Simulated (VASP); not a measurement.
# HfN (Fm-3m) in VASP: notebook

The runs below take HfN through single point, with LDA.

Program: VASP 6.6.1. These are calculated values, not measurements. Logs are shortened: lines on timing, memory, paths and dates and some standing lists are left out, and cuts for length are marked.

## (1) The cell of the first run

Symmetry: Fm-3m, No. 225, cubic system. The conventional cell has a = 4.388 Å, b = 4.388 Å, c = 4.388 Å, α = 90.00°, β = 90.00°, γ = 90.00°. Within 2.9 Å of Hf (site symmetry m-3m) lie 6 N at 2.19 Å. Within 2.9 Å of N (site symmetry m-3m) lie 6 Hf at 2.19 Å.

## (2) Single point, LDA

File INCAR:

```
SYSTEM = HfN
ALGO = Normal
EDIFF = 1E-6
ENCUT = 600
GGA = CA
GGA_COMPAT = .FALSE.
ISIF = 2
ISMEAR = -1
LASPH = .TRUE.
LCHARG = .FALSE.
LREAL = .FALSE.
LWAVE = .FALSE.
NBANDS = 14
NELM = 120
PREC = Accurate
SIGMA = 0.1
```

File KPOINTS:

```
k-points
0
G
  11 11 11
  0 0 0
```

File POSCAR:

```
HfN
1.0
    0.0000000000      2.1941603919      2.1941603919
    2.1941603919      0.0000000000      2.1941603919
    2.1941603919      2.1941603919      0.0000000000
Hf N
1 1
Direct
    0.0000000000      0.0000000000      0.0000000000
    0.5000000000      0.5000000000      0.5000000000
```

Potentials or basis: VASP PAW LDA potentials, release 64 (Hf_pv, N).

Run with:

```
$ cat potpaw_LDA.64/Hf_pv/POTCAR potpaw_LDA.64/N/POTCAR > POTCAR
$ mpirun -np 1 vasp_std > vasp.out
```

OUTCAR:

```text
SYSTEM = HfN
   EDIFF = 1E-6
   ENCUT = 600
   GGA = CA
   ISIF = 2
   ISMEAR = -1
   LASPH = .TRUE.
   LREAL = .FALSE.
   NELM = 120
   PREC = Accurate

 ion  position               nearest neighbor table
   1  0.000  0.000  0.000-   2 2.19   2 2.19   2 2.19   2 2.19   2 2.19   2 2.19
   2  0.500  0.500  0.500-   1 2.19   1 2.19   1 2.19   1 2.19   1 2.19   1 2.19

  LATTYP: Found a face centered cubic cell.
 ALAT       =     4.3883207838

  Lattice vectors:

 A1 = (   0.0000000000,   2.1941603919,   2.1941603919)
 A2 = (   2.1941603919,   0.0000000000,   2.1941603919)
 A3 = (   2.1941603919,   2.1941603919,   0.0000000000)

Analysis of symmetry for initial positions (statically):
=====================================================================
 Subroutine PRICEL returns:
 Original cell was already a primitive cell.

 Routine SETGRP: Setting up the symmetry group for a
 face centered cubic supercell.

 Subroutine GETGRP returns: Found 48 space group operations
 (whereof 48 operations were pure point group operations)
 out of a pool of 48 trial point group operations.

The static configuration has the point symmetry O_h .

Analysis of symmetry for dynamics (positions and initial velocities):
=====================================================================
 Subroutine PRICEL returns:
 Original cell was already a primitive cell.

 Routine SETGRP: Setting up the symmetry group for a
 face centered cubic supercell.

 Subroutine GETGRP returns: Found 48 space group operations
 (whereof 48 operations were pure point group operations)
 out of a pool of 48 trial point group operations.

The dynamic configuration has the point symmetry O_h .

 Subroutine INISYM returns: Found 48 space group operations
 (whereof 48 operations are pure point group operations),
 and found     1 'primitive' translations

----------------------------------------------------------------------------------------

                                     Primitive cell

  volume of cell :      21.1269

  direct lattice vectors                    reciprocal lattice vectors
     0.000000000  2.194160392  2.194160392    -0.227877598  0.227877598  0.227877598
     2.194160392  0.000000000  2.194160392     0.227877598 -0.227877598  0.227877598
     2.194160392  2.194160392  0.000000000     0.227877598  0.227877598 -0.227877598

  length of vectors
     3.103011384  3.103011384  3.103011384     0.394695578  0.394695578  0.394695578

  position of ions in fractional coordinates (direct lattice)
     0.000000000  0.000000000  0.000000000
     0.500000000  0.500000000  0.500000000

  ion indices of the primitive-cell ions
   primitive index   ion index
                 1           1
                 2           2

----------------------------------------------------------------------------------------

 KPOINTS: k-points

Automatic generation of k-mesh.
 Grid dimensions read from file:
 generate k-points for:   11   11   11

 Generating k-lattice:

  Cartesian coordinates                     Fractional coordinates (reciprocal lattice)
    -0.020716145  0.020716145  0.020716145     0.090909091  0.000000000  0.000000000
     0.020716145 -0.020716145  0.020716145     0.000000000  0.090909091  0.000000000
     0.020716145  0.020716145 -0.020716145     0.000000000  0.000000000  0.090909091

  Length of vectors
     0.035881416  0.035881416  0.035881416

  Shift w.r.t. Gamma in fractional coordinates (k-lattice)
     0.000000000  0.000000000  0.000000000

 Subroutine IBZKPT returns following result:
 ===========================================

 Found     56 irreducible k-points:

 Following reciprocal coordinates:
            Coordinates               Weight
  0.000000  0.000000  0.000000      1.000000
  0.090909  0.000000  0.000000      8.000000
  0.181818  0.000000  0.000000      8.000000
  0.272727  0.000000  0.000000      8.000000
  0.363636  0.000000  0.000000      8.000000
  0.454545  0.000000  0.000000      8.000000
[... 16 lines left out ...]
 -0.272727  0.181818  0.000000     24.000000
 -0.181818  0.181818  0.000000     12.000000
 [... further k-points ...]
   k-points           NKPTS =     56   k-points in BZ     NKDIM =     56   number of bands    NBANDS=     14
   number of dos      NEDOS =    301   number of ions     NIONS =      2
   total plane-waves  NPLWV =  21952
   dimension x,y,z NGX =    28 NGY =   28 NGZ =   28
   dimension x,y,z NGXF=    56 NGYF=   56 NGZF=   56
   ions per type =               1   1
   NGX,Y,Z   is equivalent  to a cutoff of  15.00, 15.00, 15.00 a.u.
   NGXF,Y,Z  is equivalent  to a cutoff of  30.00, 30.00, 30.00 a.u.
 SYSTEM =  HfN
   PREC   = accura    normal or accurate (medium, high low for compatibility)
   ISTART =      0    job   : 0-new  1-cont  2-samecut
   ICHARG =      2    charge: 1-file 2-atom 10-const
   ISPIN  =      1    spin polarized calculation?
   LNONCOLLINEAR =      F non collinear calculations
   LSORBIT =      F    spin-orbit coupling
   LASPH  =      T    aspherical Exc in radial PAW
   ENCUT  =  600.0 eV  44.10 Ry    6.64 a.u.   6.20  6.20  6.20*2*pi/ulx,y,z
   NELM   =    120;   NELMIN=  2; NELMDL= -5     # of ELM steps
   EDIFF  = 0.1E-05   stopping-criterion for ELM
   LREAL  =      F    real-space projection
   EDIFFG = 0.1E-04   stopping-criterion for IOM
   NSW    =      0    number of steps for IOM
   IBRION =     -1    ionic relax: 0-MD 1-quasi-New 2-CG
   NFREE  =      0    steps in history (QN), initial steepest desc. (CG)
   ISIF   =      2    stress and relaxation
   ISYM   =      2    0-nonsym 1-usesym 2-fastsym
   POTIM  = 0.5000    time-step for ionic-motion
   TEBEG  =    0.0;   TEEND  =   0.0 temperature during run
   PSTRESS=    0.0 pullay stress
   NELECT =      15.0000    total number of electrons
   NUPDOWN=      -1.0000    fix difference up-down
   EMIN   =  10.00;   EMAX   =-10.00  energy-range for DOS
   EFERMI =   0.00;   METHOD = LEGACY
   ISMEAR =    -1;   SIGMA  =   0.10  broadening in eV -4-tet -1-fermi 0-gaus
   EFERMI_NEDOS =   21; number of points for ismear=-14 and -15
   IALGO  =     38    algorithm
   IMIX   =      4    mixing-type and parameters
     AMIX     =   0.40;   BMIX     =  1.00
     AMIX_MAG =   1.60;   BMIX_MAG =  1.00
  volume/ion in A,a.u.               =      10.56        71.29
  Fermi-wavevector in a.u.,A,eV,Ry     =   1.460473  2.759894 29.020976  2.132982
  Thomas-Fermi vector in A             =   2.576918
   LORBIT       =      0    0 simple, 1 ext, 2 COOP (PROOUT), +10 PAW based schemes
   GGA     = CA    functional components
   LHFCALC =     F    Hartree Fock is set to
   AEXX    =    0.0000 exact exchange contribution
   IVDW    =     0    specifies the selected vdW correction
   LEPSILON=     F    determine dielectric tensor
   LRPA    =     F    only Hartree local field effects (RPA)
 non-spin polarized calculation
  energy-cutoff  :      600.00
  volume of cell :       21.13
 maximum number of plane-waves:       725
 NGX is ok and might be reduce to    28
   NGX = 13   NGY = 13   NGZ = 13

 number of electron      14.9999999 magnetization

 Free energy of the ion-electron system (eV)
  ---------------------------------------------------
  ext. energy  EPLUGINS =         0.00000000
  ---------------------------------------------------
  free energy    TOTEN  =       -23.81834411 eV

  energy without entropy =      -23.79731274  energy(sigma->0) =      -23.80782843

 E-fermi :   8.9576     XC(G=0): -13.4355

 val. band max:        8.9455275300   @ k =   0.4545   0.1818   0.0000
 cond. band min:       8.9645381003   @ k =  -0.0909   0.0909   0.0000
 fundamental gap:      0.0190105703
 Fermi energy:         8.9576492234

 k-point     1 :       0.0000    0.0000    0.0000
  band No.  band energies     occupation
      1     -21.5818      2.00000
      2     -21.5818      2.00000
      3     -21.5818      2.00000
      4      -8.7353      2.00000
      5       5.9653      2.00000
      6       5.9653      2.00000
      7       5.9653      2.00000
      8       8.5612      1.96277
      9       8.5612      1.96277
     10       8.5612      1.96277
     11      11.1350      0.00000
     12      11.1350      0.00000
     13      11.8897      0.00000
     14      18.8641      0.00000

 k-point     2 :       0.0909    0.0000    0.0000
  band No.  band energies     occupation
      1     -21.7033      2.00000
      2     -21.5910      2.00000
      3     -21.5910      2.00000
      4      -8.4997      2.00000
      5       5.1471      2.00000
      6       5.4279      2.00000
      7       5.4279      2.00000
      8       8.8167      1.60737
      9       8.8678      1.42131
     10       8.8678      1.42131
     11      11.8481      0.00000
     12      11.8481      0.00000
     13      12.4437      0.00000
     14      19.5721      0.00000

 k-point     3 :       0.1818    0.0000    0.0000
  band No.  band energies     occupation
      1     -22.0142      2.00000
      2     -21.6157      2.00000
      3     -21.6157      2.00000
      4      -7.8612      2.00000
      5       3.5755      2.00000
      6       4.4137      2.00000
      7       4.4137      2.00000
      8       9.2309      0.12212
      9       9.6335      0.00232
     10       9.6335      0.00232
     11      13.4897      0.00000
     12      13.4897      0.00000
     13      13.6923      0.00000
     14      20.7664      0.00000
[... 324 lines left out ...]
 k-point    23 :      -0.2727    0.1818    0.0000
  band No.  band energies     occupation
      1     -22.5572      2.00000
      2     -21.9608      2.00000
      3     -21.6709      2.00000
      4      -6.3144      2.00000
      5       0.9568      2.00000
      6       2.7702      2.00000
      7       3.5880      2.00000
      8      10.5617      0.00000
      9      11.0705      0.00000
     10      13.0106      0.00000
     11      14.0599      0.00000
     12      17.0812      0.00000
     13      18.4480      0.00000
     14      20.7489      0.00000

 k-point    24 :      -0.1818    0.1818    0.0000
  band No.  band energies     occupation
      1     -22.3499      2.00000
      2     -21.8603      2.00000
      3     -21.6255      2.00000
      4      -6.8769      2.00000
      5       1.7236      2.00000
      6       3.1224      2.00000
      7       4.0616      2.00000
      8       9.9511      0.00010
      9      10.1251      0.00002
     10      12.4830      0.00000
     11      12.8377      0.00000
     12      16.0648      0.00000
     13      17.0287      0.00000
     14      20.7611      0.00000

 [... further k-points ...]
[... 5 lines left out ...]
  --------------------------------------------------------------------------------------
  -------------------------------------------------------------------------------------
  Total        2.2756566      2.2756566      2.2756566     -0.0000000      0.0000000      0.0000000
  in kB      172.5767139    172.5767139    172.5767139     -0.0000000      0.0000000      0.0000000
  external PRESSURE =     172.5767139 kB  Pullay stress =       0.0000000 kB

 VOLUME and BASIS-vectors are now :
 -----------------------------------------------------------------------------
  energy-cutoff  :      600.00
  volume of cell :       21.13
      direct lattice vectors                 reciprocal lattice vectors
     0.000000000  2.194160392  2.194160392    -0.227877598  0.227877598  0.227877598
     2.194160392  0.000000000  2.194160392     0.227877598 -0.227877598  0.227877598
     2.194160392  2.194160392  0.000000000     0.227877598  0.227877598 -0.227877598

 POSITION                                       TOTAL-FORCE (eV/Angst)
 -----------------------------------------------------------------------------------
      0.00000      0.00000      0.00000        -0.000000      0.000000      0.000000
      2.19416      2.19416      2.19416         0.000000     -0.000000     -0.000000
 -----------------------------------------------------------------------------------
    total drift:                                0.000000      0.000000      0.000000

  FREE ENERGIE OF THE ION-ELECTRON SYSTEM (eV)
  ---------------------------------------------------
  free  energy   TOTEN  =       -23.8183441067 eV

  energy  without entropy=      -23.7973127435  energy(sigma->0) =      -23.80782843
```

It used 33 s of CPU time on 1 thread of AMD EPYC 7R13 Processor (Zen 3), with other jobs on the host.

What came out:

| Item | Value |
| --- | --- |
| Free energy | -23.8183 eV |
| Pressure | 17.3 GPa |

Levels at points of the mesh, in eV from the Fermi level:
```
           k point  band 5  band 6  band 7  band 8  band 9  band 10  band 11  band 12
(0.00, 0.00, 0.00)   -2.99   -2.99   -2.99   -0.40   -0.40    -0.40     2.18     2.18
```

Caveat: spin-orbit coupling is left out, which moves the levels of the heavy elements.

## (3) Single point, LDA

This run uses another cell than the first one, of 10.87 Å³/atom, 1.029 times its volume.

File INCAR:

```
SYSTEM = HfN
PREC = Accurate ; ENCUT = 600
EDIFF = 1E-6 ; ISMEAR = -1
SIGMA = 0.1 ; LREAL = .False.
LASPH = .True. ; NELM = 120
ALGO = Normal ; ISIF = 2
LWAVE = .False. ; LCHARG = .True.
LELF = .True. ; LVHAR = .True.
NBANDS = 14 ; GGA_COMPAT = .False.
```

File KPOINTS:

```
Automatic mesh
0
Gamma
  11 11 11
  0 0 0
```

File POSCAR:

```
HfN
1.0
    0.0000000000      2.2151584180      2.2151584180
    2.2151584180      0.0000000000      2.2151584180
    2.2151584180      2.2151584180      0.0000000000
Hf N
1 1
Direct
    0.0000000000      0.0000000000      0.0000000000
    0.5000000000      0.5000000000      0.5000000000
```

Potentials or basis: VASP PAW LDA potentials, release 64 (Hf_pv, N).

Run with:

```
$ cat potpaw_LDA.64/Hf_pv/POTCAR potpaw_LDA.64/N/POTCAR > POTCAR
$ mpirun -np 1 vasp_std > vasp.out
```

It used 36 s of CPU time on 1 thread of AMD EPYC 7R13 Processor (Zen 3) (shared host).

Results (log left out):

| Property | Result |
| --- | --- |
| Free energy | -23.8649 eV |
| Pressure | 7.0 GPa |

Levels at points of the mesh, in eV from the Fermi level:
```tsv
k point	band 5	band 6	band 7	band 8	band 9	band 10	band 11	band 12
(0.00, 0.00, 0.00)	-2.97	-2.97	-2.97	-0.38	-0.38	-0.38	2.10	2.10
```

Caveat: spin-orbit coupling is left out, which moves the levels of the heavy elements.

(Continued in part 2 of 2.)
